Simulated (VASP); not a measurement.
# Te2Mo (P6_3/mmc) in VASP: vibrations by perturbation theory with PBEsol

Aim: the vibrations by perturbation theory of Te2Mo with PBEsol.

All numbers are computed with VASP 6.6.1; they aren't measurements. Logs are shortened: lines on timing, memory, paths and dates and some standing lists are left out, and cuts for length are marked.

### 1 The cell of the first run

The structure is hexagonal, space group P6_3/mmc (No. 194). Conventional cell: a = 3.494 Å, b = 3.494 Å, c = 14.009 Å, α = 90.00°, β = 90.00°, γ = 120.00°. Te (site symmetry 3m) has 3 Mo at 2.71 Å and 7 Te at 3.49 to 3.61 Å within 3.7 Å. Mo (site symmetry -6m2) has 6 Te at 2.71 Å and 6 Mo at 3.49 Å within 3.6 Å.

### 2 Vibrations by perturbation theory, PBEsol

Contents of INCAR:

```
ALGO     = Normal         # electronic algorithm
EDIFF    = 1E-8           # SCF threshold, eV
ENCUT    = 520            # plane-wave cutoff, eV
GGA      = PS             # functional
IBRION   = 8              # ionic algorithm
ISIF     = 2              # what is computed and relaxed
ISMEAR   = 0              # smearing method
LASPH    = True           # aspherical terms in the spheres
LCHARG   = False          # write CHGCAR
LEPSILON = True           # dielectric tensor by DFPT
LREAL    = False          # projectors in reciprocal space
LWAVE    = False          # write WAVECAR
NBANDS   = 35             # bands
NELM     = 100            # most SCF steps
NSW      = 1              # ionic steps
PREC     = Accurate       # precision mode
SIGMA    = 0.01           # smearing width, eV
```

Contents of KPOINTS:

```
k-points
0
Gamma
  6 6 2
```

Contents of POSCAR:

```
Te2Mo
1.0
    3.4941957515      0.0000000000      0.0000000000
   -1.7470978757      3.0260622866      0.0000000000
    0.0000000000      0.0000000000     14.0094299293
Te Mo
4 2
Direct
    0.3333333333      0.6666666667      0.6211464091
    0.6666666667      0.3333333333      0.1211464091
    0.3333333333      0.6666666667      0.8788535909
    0.6666666667      0.3333333333      0.3788535909
    0.3333333333      0.6666666667      0.2500000000
    0.6666666667      0.3333333333      0.7500000000
```

Potentials or basis: VASP PAW PBE potentials, release 64 (Te, Mo_sv).

On the command line:

```
cat potpaw_PBE.64/Te/POTCAR potpaw_PBE.64/Mo_sv/POTCAR > POTCAR
mpirun -np 1 vasp_std > vasp.out
```

OUTCAR:

```text
EDIFF = 1E-8
   ENCUT = 520
   GGA = PS
   IBRION = 8
   ISIF = 2
   ISMEAR = 0
   LASPH = True
   LEPSILON = True
   LREAL = False
   NELM = 100
   NSW = 1
   PREC = Accurate

 ion  position               nearest neighbor table
   1  0.333  0.667  0.621-   6 2.71   6 2.71   6 2.71   3 3.61
   2  0.667  0.333  0.121-   5 2.71   5 2.71   5 2.71   4 3.61
   3  0.333  0.667  0.879-   6 2.71   6 2.71   6 2.71   1 3.61
   4  0.667  0.333  0.379-   5 2.71   5 2.71   5 2.71   2 3.61
   5  0.333  0.667  0.250-   2 2.71   4 2.71   2 2.71   4 2.71   2 2.71   4 2.71
   6  0.667  0.333  0.750-   1 2.71   3 2.71   1 2.71   3 2.71   1 2.71   3 2.71

  LATTYP: Found a hexagonal cell.
 ALAT       =     3.4941957515
 C/A-ratio  =     4.0093431867

  Lattice vectors:

 A1 = (   3.4941957515,   0.0000000000,   0.0000000000)
 A2 = (  -1.7470978757,   3.0260622866,   0.0000000000)
 A3 = (   0.0000000000,   0.0000000000,  14.0094299293)

Analysis of symmetry for initial positions (statically):
=====================================================================
 Subroutine PRICEL returns:
 Original cell was already a primitive cell.

 Routine SETGRP: Setting up the symmetry group for a
[... 856 lines left out ...]
  1Z    -0.000000    0.000000  -12.590022   -0.000000    0.000000    0.111002    0.000000    0.000000    1.635626    0.000000    0.000000    0.258741    0.000000   -0.000000   -0.106538   -0.000000   -0.000000   10.691191
  2X    -0.021877   -0.000000    0.000000   -6.898559   -0.000000    0.000000    0.091344    0.000000    0.000000   -0.316017   -0.000000    0.000000    7.092314    0.000000    0.000000    0.052795    0.000000    0.000000
  2Y    -0.000000   -0.021877    0.000000   -0.000000   -6.898559    0.000000    0.000000    0.091344   -0.000000   -0.000000   -0.316017   -0.000000    0.000000    7.092314    0.000000    0.000000    0.052795   -0.000000
  2Z     0.000000   -0.000000    0.111002    0.000000   -0.000000  -12.590022    0.000000   -0.000000    0.258741    0.000000   -0.000000    1.635626    0.000000    0.000000   10.691191   -0.000000    0.000000   -0.106538
  3X    -0.316017   -0.000000    0.000000    0.091344    0.000000    0.000000   -6.898559   -0.000000    0.000000   -0.021877   -0.000000    0.000000    0.052795    0.000000    0.000000    7.092314    0.000000    0.000000
  3Y    -0.000000   -0.316017   -0.000000    0.000000    0.091344   -0.000000   -0.000000   -6.898559    0.000000   -0.000000   -0.021877    0.000000    0.000000    0.052795   -0.000000    0.000000    7.092314    0.000000
  3Z     0.000000   -0.000000    1.635626    0.000000   -0.000000    0.258741    0.000000   -0.000000  -12.590022    0.000000   -0.000000    0.111002   -0.000000    0.000000   -0.106538    0.000000    0.000000   10.691191
  4X     0.091344    0.000000    0.000000   -0.316017   -0.000000    0.000000   -0.021877   -0.000000   -0.000000   -6.898559   -0.000000    0.000000    7.092314    0.000000   -0.000000    0.052795    0.000000   -0.000000
  4Y     0.000000    0.091344    0.000000   -0.000000   -0.316017    0.000000   -0.000000   -0.021877    0.000000   -0.000000   -6.898559   -0.000000    0.000000    7.092314   -0.000000    0.000000    0.052795    0.000000
  4Z     0.000000    0.000000    0.258741    0.000000    0.000000    1.635626   -0.000000    0.000000    0.111002   -0.000000    0.000000  -12.590022   -0.000000   -0.000000   10.691191    0.000000   -0.000000   -0.106538
  5X     0.050246    0.000000    0.000000    7.093050    0.000000   -0.000000    0.050246    0.000000   -0.000000    7.093050    0.000000    0.000000  -14.356458   -0.000000    0.000000    0.069866    0.000000    0.000000
  5Y     0.000000    0.050246   -0.000000    0.000000    7.093050    0.000000    0.000000    0.050246    0.000000    0.000000    7.093050   -0.000000   -0.000000  -14.356458    0.000000    0.000000    0.069866    0.000000
  5Z     0.000000   -0.000000   -0.182749   -0.000000    0.000000   10.764974   -0.000000    0.000000   -0.182749    0.000000   -0.000000   10.764974   -0.000000    0.000000  -21.614450   -0.000000    0.000000    0.450002
  6X     7.093050    0.000000    0.000000    0.050246    0.000000   -0.000000    7.093050    0.000000   -0.000000    0.050246    0.000000    0.000000    0.069866    0.000000    0.000000  -14.356458   -0.000000    0.000000
  6Y     0.000000    7.093050   -0.000000    0.000000    0.050246    0.000000    0.000000    7.093050    0.000000    0.000000    0.050246   -0.000000    0.000000    0.069866    0.000000   -0.000000  -14.356458    0.000000
  6Z     0.000000   -0.000000   10.764974   -0.000000    0.000000   -0.182749   -0.000000    0.000000   10.764974    0.000000   -0.000000   -0.182749   -0.000000    0.000000    0.450002   -0.000000    0.000000  -21.614450

 Eigenvectors and eigenvalues of the dynamical matrix
 ----------------------------------------------------

   1 f  =    8.777642 THz    55.151549 2PiTHz  292.790612 cm-1    36.301393 meV
             X         Y         Z           dx          dy          dz
     -0.000000  2.017375  8.701907    -0.000000    0.000000   -0.261484
      1.747098  1.008687  1.697192     0.000000    0.000000    0.261484
     -0.000000  2.017375 12.312238    -0.000000    0.000000   -0.261484
      1.747098  1.008687  5.307523     0.000000    0.000000    0.261484
     -0.000000  2.017375  3.502357    -0.000000    0.000000   -0.602704
      1.747098  1.008687 10.507072     0.000000   -0.000000    0.602704
[... 145 lines left out ...]
  18 f/i=    0.000440 THz     0.002767 2PiTHz    0.014688 cm-1     0.001821 meV
             X         Y         Z           dx          dy          dz
     -0.000000  2.017375  8.701907     0.000000   -0.000000    0.426242
      1.747098  1.008687  1.697192     0.000000   -0.000000    0.426242
     -0.000000  2.017375 12.312238     0.000000   -0.000000    0.426242
      1.747098  1.008687  5.307523     0.000000   -0.000000    0.426242
     -0.000000  2.017375  3.502357     0.000000   -0.000000    0.369642
      1.747098  1.008687 10.507072     0.000000   -0.000000    0.369642

--------------------------------------------------------------------------------------------------------

 MACROSCOPIC STATIC DIELECTRIC TENSOR IONIC CONTRIBUTION
 ------------------------------------------------------
           1.920575     0.000000     0.000000
           0.000000     1.920575     0.000000
           0.000000     0.000000     0.346859
 ------------------------------------------------------

 ELASTIC MODULI CONTR FROM IONIC RELAXATION (kBar)
 Direction    XX          YY          ZZ          XY          YZ          ZX
 --------------------------------------------------------------------------------
 XX        -321.4130   -183.1538   -666.6907     -0.0000      0.0000     -0.0000
 YY        -183.1538   -321.4130   -666.6907     -0.0000      0.0000      0.0000
 ZZ        -666.6907   -666.6907  -1761.8142     -0.0000      0.0000      0.0000
 XY          -0.0000     -0.0000     -0.0000    -69.1296     -0.0000      0.0000
 YZ           0.0000     -0.0000      0.0000     -0.0000   -851.9012     -0.0000
 ZX           0.0000      0.0000      0.0000      0.0000     -0.0000   -609.8624
 --------------------------------------------------------------------------------

 PIEZOELECTRIC TENSOR IONIC CONTR  for field in x, y, z        (C/m^2)
          XX          YY          ZZ          XY          YZ          ZX
  --------------------------------------------------------------------------------
  x    -0.00000     0.00000     0.00000    -0.00000    -0.00000     0.00000
  y     0.00000     0.00000    -0.00000    -0.00000    -0.00000     0.00000
  z    -0.00000    -0.00000     0.00000     0.00000    -0.00000     0.00000
```

It took 23 min on 1 thread of Intel Xeon 6975P-C (Granite Rapids), shared host; peak memory 0.69 GiB.

What came out:

```yaml
Electronic_dielectric_tensor_diagonal: 20.38, 20.38, 11.36
Born_charges_mean_of_the_diagonal: Te +1.41; Mo -2.81 e
Highest_phonon_frequency_at_Γ_LO-TO_splitting_left_out: 293 cm⁻¹
```

Phonon frequencies in cm⁻¹ (negative: imaginary):
```
              q point                                                     frequencies
(0.000, 0.000, 0.000)  0 0 0 25 25 31 117 117 119 119 173 175 236 236 236 236 287 293
```

Electronic dielectric tensor:
```
20.38  0.00  0.00
 0.00 20.38  0.00
 0.00  0.00 11.36
```

Born effective charge tensors (e):
atom 1, Te
```
1.68 0.00 0.00
0.00 1.68 0.00
0.00 0.00 0.87
```
atom 2, Te
```
1.68 0.00 0.00
0.00 1.68 0.00
0.00 0.00 0.87
```
atom 3, Te
```
1.68 0.00 0.00
0.00 1.68 0.00
0.00 0.00 0.87
```
atom 4, Te
```
1.68 0.00 0.00
0.00 1.68 0.00
0.00 0.00 0.87
```
atom 5, Mo
```
-3.35  0.00  0.00
 0.00 -3.35  0.00
 0.00  0.00 -1.73
```
atom 6, Mo
```
-3.35  0.00  0.00
 0.00 -3.35  0.00
 0.00  0.00 -1.73
```

Caveat: spin-orbit coupling is left out, which moves the levels of the heavy elements.
